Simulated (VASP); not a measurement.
# Pd (Fm-3m) in VASP: notebook

Pd is run at these levels: BLYP+D3(BJ), r2SCAN+rVV10; tasks: relaxation of cell and atoms, single point.

Everything below comes from runs of VASP 6.6.1. Logs are shortened: lines on timing, memory, paths and dates and some standing lists are left out, and cuts for length are marked.

**1. The cell of the first run**

Symmetry: Fm-3m, No. 225, cubic system. Conventional cell: a = 3.893 Å, b = 3.893 Å, c = 3.893 Å, α = 90.00°, β = 90.00°, γ = 90.00°. Pd (site symmetry m-3m) has 12 Pd at 2.75 Å within 3.6 Å.

**2. Relaxation of cell and atoms, BLYP+D3(BJ)**

INCAR

```
PREC = Accurate
ENCUT = 600
EDIFF = 1E-7
ISMEAR = -1
SIGMA = 0.05
LREAL = F
LASPH = T
NELM = 100
ALGO = Normal
ISIF = 3
LWAVE = F
LCHARG = F
GGA = B5
ALDAX = 1.0
AGGAX = 1.0
AGGAC = 1.0
ALDAC = 0.0
IVDW = 12
VDW_S6 = 1.0
VDW_S8 = 2.6996
VDW_A1 = 0.4298
VDW_A2 = 4.2359
IBRION = 2
NSW = 80
EDIFFG = -0.02
```

KPOINTS

```
regular mesh
0
Gamma
  12 12 12
```

POSCAR

```
Pd
1.0
    0.0000000000      1.9465000000      1.9465000000
    1.9465000000      0.0000000000      1.9465000000
    1.9465000000      1.9465000000      0.0000000000
Pd
1
Direct
    0.0000000000      0.0000000000      0.0000000000
```

Potentials or basis: VASP PAW PBE potentials, release 64 (Pd).

Started as:

```console
cat potpaw_PBE.64/Pd/POTCAR > POTCAR
mpirun -np 1 vasp_std > vasp.out
```

OUTCAR:

```text
PREC = Accurate
   ENCUT = 600
   EDIFF = 1E-7
   ISMEAR = -1
   LREAL = F
   LASPH = T
   NELM = 100
   ISIF = 3
   GGA = B5
   IVDW = 12
   IBRION = 2
   NSW = 80
   EDIFFG = -0.02
 IVDW          = 12

 ion  position               nearest neighbor table
   1  0.000  0.000  0.000-

  LATTYP: Found a face centered cubic cell.
 ALAT       =     3.8930000000

  Lattice vectors:

 A1 = (   0.0000000000,   1.9465000000,   1.9465000000)
 A2 = (   1.9465000000,   0.0000000000,   1.9465000000)
 A3 = (   1.9465000000,   1.9465000000,   0.0000000000)

Analysis of symmetry for initial positions (statically):
[... 33 lines left out ...]
                                     Primitive cell

  volume of cell :      14.7500

  direct lattice vectors                    reciprocal lattice vectors
     0.000000000  1.946500000  1.946500000    -0.256871307  0.256871307  0.256871307
     1.946500000  0.000000000  1.946500000     0.256871307 -0.256871307  0.256871307
     1.946500000  1.946500000  0.000000000     0.256871307  0.256871307 -0.256871307

  length of vectors
     2.752766699  2.752766699  2.752766699     0.444914156  0.444914156  0.444914156

  position of ions in fractional coordinates (direct lattice)
     0.000000000  0.000000000  0.000000000

  ion indices of the primitive-cell ions
   primitive index   ion index
                 1           1

----------------------------------------------------------------------------------------

 KPOINTS: regular mesh

Automatic generation of k-mesh.
 Grid dimensions read from file:
 generate k-points for:   12   12   12

 Generating k-lattice:

  Cartesian coordinates                     Fractional coordinates (reciprocal lattice)
    -0.021405942  0.021405942  0.021405942     0.083333333  0.000000000  0.000000000
     0.021405942 -0.021405942  0.021405942     0.000000000  0.083333333  0.000000000
     0.021405942  0.021405942 -0.021405942     0.000000000  0.000000000  0.083333333

  Length of vectors
     0.037076180  0.037076180  0.037076180

  Shift w.r.t. Gamma in fractional coordinates (k-lattice)
     0.000000000  0.000000000  0.000000000

 Subroutine IBZKPT returns following result:
 ===========================================

 Found     72 irreducible k-points:

 Following reciprocal coordinates:
            Coordinates               Weight
  0.000000  0.000000  0.000000      1.000000
  0.083333  0.000000  0.000000      8.000000
  0.166667  0.000000  0.000000      8.000000
  0.250000  0.000000  0.000000      8.000000
  0.333333  0.000000  0.000000      8.000000
  0.416667  0.000000  0.000000      8.000000
[... 16 lines left out ...]
  0.500000  0.166667  0.000000     24.000000
 -0.416667  0.166667  0.000000     24.000000
 [... further k-points ...]
   k-points           NKPTS =     72   k-points in BZ     NKDIM =     72   number of bands    NBANDS=      9
   number of dos      NEDOS =    301   number of ions     NIONS =      1
   total plane-waves  NPLWV =  13824
   dimension x,y,z NGX =    24 NGY =   24 NGZ =   24
   dimension x,y,z NGXF=    48 NGYF=   48 NGZF=   48
   ions per type =               1
   NGX,Y,Z   is equivalent  to a cutoff of  14.49, 14.49, 14.49 a.u.
   NGXF,Y,Z  is equivalent  to a cutoff of  28.99, 28.99, 28.99 a.u.
 SYSTEM =  unknown system
   PREC   = accura    normal or accurate (medium, high low for compatibility)
   ISTART =      0    job   : 0-new  1-cont  2-samecut
   ICHARG =      2    charge: 1-file 2-atom 10-const
   ISPIN  =      1    spin polarized calculation?
   LNONCOLLINEAR =      F non collinear calculations
   LSORBIT =      F    spin-orbit coupling
   LASPH  =      T    aspherical Exc in radial PAW
   ENCUT  =  600.0 eV  44.10 Ry    6.64 a.u.   5.50  5.50  5.50*2*pi/ulx,y,z
   NELM   =    100;   NELMIN=  2; NELMDL= -5     # of ELM steps
   EDIFF  = 0.1E-06   stopping-criterion for ELM
   LREAL  =      F    real-space projection
   EDIFFG = -.2E-01   stopping-criterion for IOM
   NSW    =     80    number of steps for IOM
   IBRION =      2    ionic relax: 0-MD 1-quasi-New 2-CG
   NFREE  =      1    steps in history (QN), initial steepest desc. (CG)
   ISIF   =      3    stress and relaxation
   ISYM   =      2    0-nonsym 1-usesym 2-fastsym
   POTIM  = 0.5000    time-step for ionic-motion
   TEBEG  =    0.0;   TEEND  =   0.0 temperature during run
   PSTRESS=    0.0 pullay stress
   NELECT =      10.0000    total number of electrons
   NUPDOWN=      -1.0000    fix difference up-down
   EMIN   =  10.00;   EMAX   =-10.00  energy-range for DOS
   EFERMI =   0.00;   METHOD = LEGACY
   ISMEAR =    -1;   SIGMA  =   0.05  broadening in eV -4-tet -1-fermi 0-gaus
   EFERMI_NEDOS =   21; number of points for ismear=-14 and -15
   IALGO  =     38    algorithm
   IMIX   =      4    mixing-type and parameters
     AMIX     =   0.40;   BMIX     =  1.00
     AMIX_MAG =   1.60;   BMIX_MAG =  1.00
  volume/ion in A,a.u.               =      14.75        99.54
  Fermi-wavevector in a.u.,A,eV,Ry     =   1.438171  2.717748 28.141404  2.068335
  Thomas-Fermi vector in A             =   2.557167
   LORBIT       =      0    0 simple, 1 ext, 2 COOP (PROOUT), +10 PAW based schemes
   GGA     = B5    functional components
   LHFCALC =     F    Hartree Fock is set to
   AEXX    =    0.0000 exact exchange contribution
   IVDW    =    12    specifies the selected vdW correction
   LEPSILON=     F    determine dielectric tensor
   LRPA    =     F    only Hartree local field effects (RPA)
 conjugate gradient relaxation of ions
 non-spin polarized calculation
  energy-cutoff  :      600.00
  volume of cell :       14.75
 maximum number of plane-waves:       531
 NGX is ok and might be reduce to    24
   NGX = 11   NGY = 11   NGZ = 11

--------------------------------------- Ionic step        1  -------------------------------------------

 number of electron      10.0000000 magnetization

 number of electron       9.9999999 magnetization

 Free energy of the ion-electron system (eV)
  ---------------------------------------------------
  ext. energy  EPLUGINS =         0.00000000
  ---------------------------------------------------
  free energy    TOTEN  =        -4.30788165 eV

  energy without entropy =       -4.28869213  energy(sigma->0) =       -4.29828689

------------------------ aborting loop because EDIFF is reached ----------------------------------------

 Edisp (eV)   -1.53133

 E8    (eV) :    -1.1324
[... 69 lines left out ...]
--------------------------------------- Ionic step        3  -------------------------------------------

 number of electron       9.9999998 magnetization

 Free energy of the ion-electron system (eV)
  ---------------------------------------------------
  ext. energy  EPLUGINS =         0.00000000
  ---------------------------------------------------
  free energy    TOTEN  =        -4.31699901 eV

  energy without entropy =       -4.29766347  energy(sigma->0) =       -4.30733124

 E-fermi :  10.1760     XC(G=0): -12.5137

 val. band max:       10.1742069145   @ k =  -0.4167   0.4167   0.1667
 cond. band min:      10.1765231088   @ k =   0.5000   0.0833   0.0000
 fundamental gap:      0.0023161943
 Fermi energy:        10.1760028044

 k-point     1 :       0.0000    0.0000    0.0000
  band No.  band energies     occupation
      1       3.2705      2.00000
      2       7.3718      2.00000
      3       7.3718      2.00000
      4       7.3718      2.00000
      5       8.9574      2.00000
      6       8.9574      2.00000
      7      27.7121      0.00000
      8      32.2823      0.00000
      9      32.2823      0.00000
[... 265 lines left out ...]
 k-point    24 :      -0.4167    0.1667    0.0000
  band No.  band energies     occupation
      1       5.5936      2.00000
      2       6.9240      2.00000
      3       7.8584      2.00000
      4       8.3552      2.00000
      5       9.9418      1.98167
      6      13.9730      0.00000
      7      17.8040      0.00000
      8      26.2381      0.00000
      9      29.2336      0.00000

 [... further k-points ...]

------------------------ aborting loop because EDIFF is reached ----------------------------------------

 Edisp (eV)   -1.52248

 E8    (eV) :    -1.1258
[... 24 lines left out ...]
  FREE ENERGIE OF THE ION-ELECTRON SYSTEM (eV)
  ---------------------------------------------------
  free  energy   TOTEN  =        -5.8394794209 eV

  energy  without entropy=       -5.8201438738  energy(sigma->0) =       -5.82981165

 reached required accuracy - stopping structural energy minimisation
```

OSZICAR:

```text
N       E                     dE             d eps       ncg     rms          rms(c)
DAV:   1     0.457343034832E+02    0.45734E+02   -0.57438E+03  1304   0.117E+03
[... 20 lines left out ...]
   2 F= -.58388380E+01 E0= -.58290535E+01  d E =0.372304E-03
       N       E                     dE             d eps       ncg     rms          rms(c)
DAV:   1    -0.432610698647E+01    0.38659E-02   -0.18340E-01  1314   0.487E+00    0.650E-01
DAV:   2    -0.431702639020E+01    0.90806E-02   -0.45135E-02  1308   0.198E+00    0.146E-01
DAV:   3    -0.431698151085E+01    0.44879E-04   -0.28107E-04  1493   0.134E-01    0.880E-02
DAV:   4    -0.431699909034E+01   -0.17579E-04   -0.10007E-04  1473   0.810E-02    0.596E-03
DAV:   5    -0.431699901224E+01    0.78097E-07   -0.67579E-07  1392   0.792E-03
   3 F= -.58394794E+01 E0= -.58298116E+01  d E =-.269078E-03
```

Wall time 38 s (1 thread of AMD EPYC 7R43 (Zen 3), shared host); peak memory 0.12 GiB.

Results:

* Free energy: -5.8395 eV
* Relaxed volume: 14.83 Å³/atom
* Relaxed cell: a = 2.758 Å, b = 2.758 Å, c = 2.758 Å, α = 60.00°, β = 60.00°, γ = 60.00°
* Space group after relaxing (to 0.05 Å): Fm-3m (No. 225)
* Energy gained by relaxing: 0.3 meV/atom
* Ionic steps: 3
* Pressure after relaxing: 0.0 GPa
* Band gap on the k mesh: zero (band 5 reaches 10.49 eV, above the bottom of band 6 at 8.90 eV)
* Dispersion energy per atom: -1.522 eV

The path:
```csv
step,energy change (eV),largest force (eV/Å),pressure (GPa),volume (Å³)
1,0.0000,0.0000,1.06,14.75
2,0.0004,0.0000,-1.59,14.96
3,-0.0003,0.0000,-0.05,14.83
```

Final structure:
```
Pd
1.0
     0.00000    1.95009    1.95009
     1.95009    0.00000    1.95009
     1.95009    1.95009    0.00000
Pd
1
Cartesian
  0.0000 0.0000 0.0000
```

Caveat: the PAW data sets were made with another functional, which shifts forces and pressure a little; pairwise dispersion overbinds metals, which lowers pressure and volume. Zero-point motion and thermal expansion aren't in these numbers.

(Part 1 of 2 ends here.)
